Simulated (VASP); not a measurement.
# TiB2 (P6/mmm) in VASP: notebook

TiB2 is run at these levels: PBE; tasks: single point.

Everything below comes from runs of VASP 6.6.1. Logs are shortened: lines on timing, memory, paths and dates and some standing lists are left out, and cuts for length are marked.

## Step 1: The cell of the first run

It takes space group P6/mmm (No. 191, hexagonal). The conventional cell has a = 2.925 Å, b = 2.925 Å, c = 3.117 Å, α = 90.00°, β = 90.00°, γ = 120.00°. Within 3.0 Å of Ti (site symmetry 6/mmm) lie 12 B at 2.30 Å and 6 Ti at 2.92 Å. Within 2.2 Å of B (site symmetry -6m2) lie 3 B at 1.69 Å.

## Step 2: Single point, PBE

The input, INCAR:

```
SYSTEM = TiB2
  ALGO = Normal
  EDIFF = 1E-7
  ENCUT = 520
  GGA = PE
  ISIF = 2
  ISMEAR = 1
  LASPH = .TRUE.
  LCHARG = .FALSE.
  LREAL = .FALSE.
  LWAVE = .FALSE.
  NBANDS = 16
  NELM = 100
  PREC = Accurate
  SIGMA = 0.15
```

The input, KPOINTS:

```
k-points
0
G
  11 11 9
  0 0 0
```

The input, POSCAR:

```
TiB2
1.0
    2.9246604438      0.0000000000      0.0000000000
   -1.4623302219      2.5328302388      0.0000000000
    0.0000000000      0.0000000000      3.1169859293
Ti B
1 2
Direct
    0.0000000000      0.0000000000      0.0000000000
    0.3333333333      0.6666666667      0.5000000000
    0.6666666667      0.3333333333      0.5000000000
```

Potentials or basis: VASP PAW PBE potentials, release 64 (Ti_sv, B).

Command:

```
$ cat potpaw_PBE.64/Ti_sv/POTCAR potpaw_PBE.64/B/POTCAR > POTCAR
$ mpirun -np 1 vasp_std > vasp.out
```

OUTCAR:

```text
SYSTEM = TiB2
   EDIFF = 1E-7
   ENCUT = 520
   GGA = PE
   ISIF = 2
   ISMEAR = 1
   LASPH = .TRUE.
   LREAL = .FALSE.
   NELM = 100
   PREC = Accurate

 ion  position               nearest neighbor table
   1  0.000  0.000  0.000-   2 2.30   2 2.30   3 2.30   3 2.30   2 2.30   3 2.30   2 2.30   3 2.30
                             3 2.30   3 2.30   2 2.30   2 2.30
   2  0.333  0.667  0.500-   3 1.69   3 1.69   3 1.69   1 2.30   1 2.30   1 2.30   1 2.30   1 2.30
                             1 2.30
   3  0.667  0.333  0.500-   2 1.69   2 1.69   2 1.69   1 2.30   1 2.30   1 2.30   1 2.30   1 2.30
                             1 2.30

  LATTYP: Found a hexagonal cell.
 ALAT       =     2.9246604438
 C/A-ratio  =     1.0657599366

  Lattice vectors:

 A1 = (   2.9246604438,   0.0000000000,   0.0000000000)
 A2 = (  -1.4623302219,   2.5328302388,   0.0000000000)
 A3 = (   0.0000000000,   0.0000000000,   3.1169859293)

Analysis of symmetry for initial positions (statically):
=====================================================================
 Subroutine PRICEL returns:
 Original cell was already a primitive cell.

 Routine SETGRP: Setting up the symmetry group for a
 hexagonal supercell.

 Subroutine GETGRP returns: Found 24 space group operations
 (whereof 24 operations were pure point group operations)
 out of a pool of 24 trial point group operations.

The static configuration has the point symmetry D_6h.

Analysis of symmetry for dynamics (positions and initial velocities):
=====================================================================
 Subroutine PRICEL returns:
 Original cell was already a primitive cell.

 Routine SETGRP: Setting up the symmetry group for a
 hexagonal supercell.

 Subroutine GETGRP returns: Found 24 space group operations
 (whereof 24 operations were pure point group operations)
 out of a pool of 24 trial point group operations.

The dynamic configuration has the point symmetry D_6h.

 Subroutine INISYM returns: Found 24 space group operations
 (whereof 24 operations are pure point group operations),
 and found     1 'primitive' translations

----------------------------------------------------------------------------------------

                                     Primitive cell

  volume of cell :      23.0896

  direct lattice vectors                    reciprocal lattice vectors
     2.924660444  0.000000000  0.000000000     0.341920035  0.197407624  0.000000000
    -1.462330222  2.532830239  0.000000000     0.000000000  0.394815248  0.000000000
     0.000000000  0.000000000  3.116985929     0.000000000  0.000000000  0.320822751

  length of vectors
     2.924660444  2.924660441  3.116985929     0.394815248  0.394815248  0.320822751

  position of ions in fractional coordinates (direct lattice)
     0.000000000  0.000000000  0.000000000
     0.333333333  0.666666667  0.500000000
     0.666666667  0.333333333  0.500000000

  ion indices of the primitive-cell ions
   primitive index   ion index
                 1           1
                 2           2
                 3           3

----------------------------------------------------------------------------------------

 KPOINTS: k-points

Automatic generation of k-mesh.
 Grid dimensions read from file:
 generate k-points for:   11   11    9

 Generating k-lattice:

  Cartesian coordinates                     Fractional coordinates (reciprocal lattice)
     0.031083640  0.017946148  0.000000000     0.090909091 -0.000000000  0.000000000
     0.000000000  0.035892295  0.000000000     0.000000000  0.090909091  0.000000000
     0.000000000  0.000000000  0.035646972     0.000000000  0.000000000  0.111111111

  Length of vectors
     0.035892295  0.035892295  0.035646972

  Shift w.r.t. Gamma in fractional coordinates (k-lattice)
     0.000000000  0.000000000  0.000000000

 Subroutine IBZKPT returns following result:
 ===========================================

 Found     80 irreducible k-points:

 Following reciprocal coordinates:
            Coordinates               Weight
  0.000000  0.000000  0.000000      1.000000
  0.090909  0.000000  0.000000      6.000000
  0.181818 -0.000000  0.000000      6.000000
  0.272727  0.000000  0.000000      6.000000
  0.363636 -0.000000  0.000000      6.000000
  0.454545 -0.000000  0.000000      6.000000
[... 16 lines left out ...]
  0.090909  0.090909  0.111111     12.000000
  0.181818  0.090909  0.111111     24.000000
 [... further k-points ...]
   k-points           NKPTS =     80   k-points in BZ     NKDIM =     80   number of bands    NBANDS=     16
   number of dos      NEDOS =    301   number of ions     NIONS =      3
   total plane-waves  NPLWV =  13824
   dimension x,y,z NGX =    24 NGY =   24 NGZ =   24
   dimension x,y,z NGXF=    48 NGYF=   48 NGZF=   48
   ions per type =               1   2
   NGX,Y,Z   is equivalent  to a cutoff of  13.64, 13.64, 12.80 a.u.
   NGXF,Y,Z  is equivalent  to a cutoff of  27.28, 27.28, 25.60 a.u.
 SYSTEM =  TiB2
   PREC   = accura    normal or accurate (medium, high low for compatibility)
   ISTART =      0    job   : 0-new  1-cont  2-samecut
   ICHARG =      2    charge: 1-file 2-atom 10-const
   ISPIN  =      1    spin polarized calculation?
   LNONCOLLINEAR =      F non collinear calculations
   LSORBIT =      F    spin-orbit coupling
   LASPH  =      T    aspherical Exc in radial PAW
   ENCUT  =  520.0 eV  38.22 Ry    6.18 a.u.   5.44  5.44  5.80*2*pi/ulx,y,z
   NELM   =    100;   NELMIN=  2; NELMDL= -5     # of ELM steps
   EDIFF  = 0.1E-06   stopping-criterion for ELM
   LREAL  =      F    real-space projection
   EDIFFG = 0.1E-05   stopping-criterion for IOM
   NSW    =      0    number of steps for IOM
   IBRION =     -1    ionic relax: 0-MD 1-quasi-New 2-CG
   NFREE  =      0    steps in history (QN), initial steepest desc. (CG)
   ISIF   =      2    stress and relaxation
   ISYM   =      2    0-nonsym 1-usesym 2-fastsym
   POTIM  = 0.5000    time-step for ionic-motion
   TEBEG  =    0.0;   TEEND  =   0.0 temperature during run
   PSTRESS=    0.0 pullay stress
   NELECT =      18.0000    total number of electrons
   NUPDOWN=      -1.0000    fix difference up-down
   EMIN   =  10.00;   EMAX   =-10.00  energy-range for DOS
   EFERMI =   0.00;   METHOD = LEGACY
   ISMEAR =     1;   SIGMA  =   0.15  broadening in eV -4-tet -1-fermi 0-gaus
   EFERMI_NEDOS =   21; number of points for ismear=-14 and -15
   IALGO  =     38    algorithm
   IMIX   =      4    mixing-type and parameters
     AMIX     =   0.40;   BMIX     =  1.00
     AMIX_MAG =   1.60;   BMIX_MAG =  1.00
  volume/ion in A,a.u.               =       7.70        51.94
  Fermi-wavevector in a.u.,A,eV,Ry     =   1.506700  2.847251 30.887209  2.270146
  Thomas-Fermi vector in A             =   2.617383
   LORBIT       =      0    0 simple, 1 ext, 2 COOP (PROOUT), +10 PAW based schemes
   GGA     = PE    functional components
   LHFCALC =     F    Hartree Fock is set to
   AEXX    =    0.0000 exact exchange contribution
   IVDW    =     0    specifies the selected vdW correction
   LEPSILON=     F    determine dielectric tensor
   LRPA    =     F    only Hartree local field effects (RPA)
 non-spin polarized calculation
 Methfessel and Paxton  Order N= 1 SIGMA  =   0.15
  energy-cutoff  :      520.00
  volume of cell :       23.09
 maximum number of plane-waves:       642
 NGX is ok and might be reduce to    24
   NGX = 11   NGY = 11   NGZ = 11

 number of electron      17.9999998 magnetization

 Free energy of the ion-electron system (eV)
  ---------------------------------------------------
  ext. energy  EPLUGINS =         0.00000000
  ---------------------------------------------------
  free energy    TOTEN  =       -24.17851499 eV

  energy without entropy =      -24.17815778  energy(sigma->0) =      -24.17839592

 E-fermi :  11.1599     XC(G=0): -13.2844

 val. band max:       11.1396051224   @ k =   0.1818   0.1818   0.1111
 cond. band min:      11.1809687189   @ k =   0.0909   0.0000   0.3333
 fundamental gap:      0.0413635965
 Fermi energy:        11.1599263348

 k-point     1 :       0.0000    0.0000    0.0000
  band No.  band energies     occupation
      1     -45.5118      2.00000
      2     -21.8877      2.00000
      3     -21.4908      2.00000
      4     -21.4908      2.00000
      5      -2.8907      2.00000
      6       8.3557      2.00000
[... 8 lines left out ...]
     15      17.4449      0.00000
     16      19.0367      0.00000

 k-point     2 :       0.0909    0.0000    0.0000
  band No.  band energies     occupation
      1     -45.5051      2.00000
      2     -21.8794      2.00000
      3     -21.5391      2.00000
      4     -21.5015      2.00000
      5      -2.7180      2.00000
      6       7.8967      2.00000
[... 8 lines left out ...]
     15      18.4852      0.00000
     16      19.5609      0.00000

 k-point     3 :       0.1818   -0.0000    0.0000
  band No.  band energies     occupation
      1     -45.4869      2.00000
      2     -21.8572      2.00000
      3     -21.6673      2.00000
      4     -21.5303      2.00000
      5      -2.2150      2.00000
      6       6.7479      2.00000
[... 8 lines left out ...]
     15      19.9520      0.00000
     16      20.4995      0.00000

 k-point     4 :       0.2727    0.0000    0.0000
  band No.  band energies     occupation
      1     -45.4629      2.00000
      2     -21.8318      2.00000
      3     -21.8280      2.00000
      4     -21.5677      2.00000
      5      -1.4206      2.00000
      6       5.2941      2.00000
[... 8 lines left out ...]
     15      19.5009      0.00000
     16      21.4482      0.00000
[... 324 lines left out ...]
 k-point    22 :       0.4545   -0.0000    0.1111
  band No.  band energies     occupation
      1     -45.4249      2.00000
      2     -22.0604      2.00000
      3     -21.8163      2.00000
      4     -21.6180      2.00000
      5       0.9174      2.00000
      6       2.2877      2.00000
[... 8 lines left out ...]
     15      20.5135      0.00000
     16      21.3015      0.00000

 k-point    23 :       0.0909    0.0909    0.1111
  band No.  band energies     occupation
      1     -45.4898      2.00000
      2     -21.8995      2.00000
      3     -21.6207      2.00000
      4     -21.5211      2.00000
      5      -2.2080      2.00000
      6       7.2624      2.00000
[... 8 lines left out ...]
     15      19.4743      0.00000
     16      19.8357      0.00000

 k-point    24 :       0.1818    0.0909    0.1111
  band No.  band energies     occupation
      1     -45.4688      2.00000
      2     -21.8728      2.00000
      3     -21.7585      2.00000
      4     -21.5613      2.00000
      5      -1.5802      2.00000
      6       6.0319      2.00000
[... 8 lines left out ...]
     15      20.0314      0.00000
     16      21.1970      0.00000

 [... further k-points ...]

------------------------ aborting loop because EDIFF is reached ----------------------------------------

  FORCE on cell =-STRESS in cart. coord.  units (eV):
  Direction    XX          YY          ZZ          XY          YZ          ZX
  --------------------------------------------------------------------------------------
  -------------------------------------------------------------------------------------
  Total        5.1933889      5.1933889      4.0644526      0.0000000      0.0000000      0.0000000
  in kB      360.3670315    360.3670307    282.0306233      0.0000000      0.0000000      0.0000000
  external PRESSURE =     334.2548951 kB  Pullay stress =       0.0000000 kB

 VOLUME and BASIS-vectors are now :
 -----------------------------------------------------------------------------
  energy-cutoff  :      520.00
  volume of cell :       23.09
      direct lattice vectors                 reciprocal lattice vectors
     2.924660444  0.000000000  0.000000000     0.341920035  0.197407624  0.000000000
    -1.462330222  2.532830239  0.000000000     0.000000000  0.394815248  0.000000000
     0.000000000  0.000000000  3.116985929     0.000000000  0.000000000  0.320822751

 POSITION                                       TOTAL-FORCE (eV/Angst)
 -----------------------------------------------------------------------------------
      0.00000      0.00000      0.00000        -0.000000      0.000000      0.000000
     -0.00000      1.68855      1.55849        -0.000000      0.000000     -0.000000
      1.46233      0.84428      1.55849         0.000000      0.000000      0.000000
 -----------------------------------------------------------------------------------
    total drift:                               -0.000000      0.000000      0.000000

  FREE ENERGIE OF THE ION-ELECTRON SYSTEM (eV)
  ---------------------------------------------------
  free  energy   TOTEN  =       -24.1785149913 eV

  energy  without entropy=      -24.1781577828  energy(sigma->0) =      -24.17839592
```

Run time: 51 s. Hardware: 1 thread of AMD EPYC 7R13, shared host; peak memory 0.13 GiB.

Results:

```
Free energy            : -24.1785 eV
Pressure               : 33.4 GPa
Band gap on the k mesh : zero (band 9 reaches 11.42 eV, above the bottom of band 10 at 10.89 eV)
```

(Part 1 of 3 ends here.)
